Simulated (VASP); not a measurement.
## YLu2F3: single point with PBE

The system is YLu2F3.

```xyz
6
Lattice="5.8493 0.0000 0.0000 -2.9246 5.0656 0.0000 0.0000 0.0000 3.7856" Properties=species:S:1:pos:R:3 pbc="T T T"
Y     0.0000    0.0000    0.0000
Lu    0.0000    3.3771    0.0000
Lu    2.9246    1.6885    0.0000
F     2.9246    0.0000    1.8928
F     1.4623    2.5328    1.8928
F    -1.4623    2.5328    1.8928
```

| Property | Result |
| --- | --- |
| Program | VASP 6.6.1 |
| Task | single point |
| Functional | PBE |
| Potentials or basis | VASP PAW PBE potentials, release 64 (Y_sv, Lu, F) |
| Cutoff | 520 eV |
| k mesh | 3 × 3 × 6 |
| Occupations | gaussian, width 0.1 eV |
| Spin | no spin polarisation |
| Dipole correction | no |
| Further INCAR settings | ALGO = Normal; EDIFF = 1e-06; NBANDS = 50 |

The pressure is 0.0 GPa. The band gap on the k mesh is zero (band 41 reaches 4.44 eV, above the bottom of band 42 at 3.65 eV).

Stress tensor (GPa, compression positive):
```
-0.03  0.00  0.00
 0.00 -0.03  0.00
 0.00  0.00  0.20
```

Levels at points of the mesh, in eV from the Fermi level:
| k point | band 39 | band 40 | band 41 | band 42 | band 43 | band 44 |
| --- | --- | --- | --- | --- | --- | --- |
| (0.00, 0.00, 0.00) | -4.13 | -0.89 | 0.32 | 0.32 | 0.78 | 0.78 |
| (0.00, 0.00, 0.50) | -2.04 | 0.32 | 0.32 | 1.01 | 1.01 | 1.07 |

Run time: 47 s on 1 thread of Intel(R) Xeon(R) 6975P-C (Granite Rapids) (shared host), peak memory 0.28 GiB.

Caveat: the k points lie up to 0.41 Å⁻¹ apart; spin-orbit coupling is left out, which moves the levels of the heavy elements.
